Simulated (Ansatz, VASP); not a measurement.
**One calculation of Si2Sn3, two programs**

```xyz
10
Lattice="3.6447 0.0000 0.0000 -1.8223 3.1564 0.0000 0.0000 0.0000 21.2974" Properties=species:S:1:pos:R:3 pbc="T T T"
Si    0.0000    2.1043    0.5385
Si    0.0000    2.1043   10.1102
Si    1.8223    1.0521   11.1872
Si    1.8223    1.0521   20.7590
Sn    0.0000    2.1043    5.3244
Sn    0.0000    2.1043   13.3522
Sn    0.0000    2.1043   18.5940
Sn    1.8223    1.0521    2.7035
Sn    1.8223    1.0521    7.9452
Sn    1.8223    1.0521   15.9731
```

Alike in both runs: functional PBE; k mesh 12 × 12 × 2; occupations gaussian, width 0.1 eV; no spin polarisation.

Ansatz relaxed the structure, and its values are those at the end. VASP's run is a single point on that final structure, the one shown.

|  | VASP | Ansatz |
| --- | --- | --- |
| version | VASP 6.6.1 | Ansatz 0.2.0 |
| potentials or method | VASP PAW PBE potentials, release 64 (Si, Sn_d), cutoff 520 eV | scalar-relativistic, plane waves, PAW |
| valence electrons in the cell | 100 | 100 |

```tsv
	VASP	Ansatz	Ansatz less VASP
gap on the k mesh at the Fermi level (eV)	none	none	-
pressure (GPa)	0.0	0.0	+0.06
rms of the force components (eV/Å)	0.004	0.001	-0.0031
```

A gap of «none» marks a metal or a gap that the smearing closes. The functional is the same, so the differences come from potentials, cutoffs and numerics.
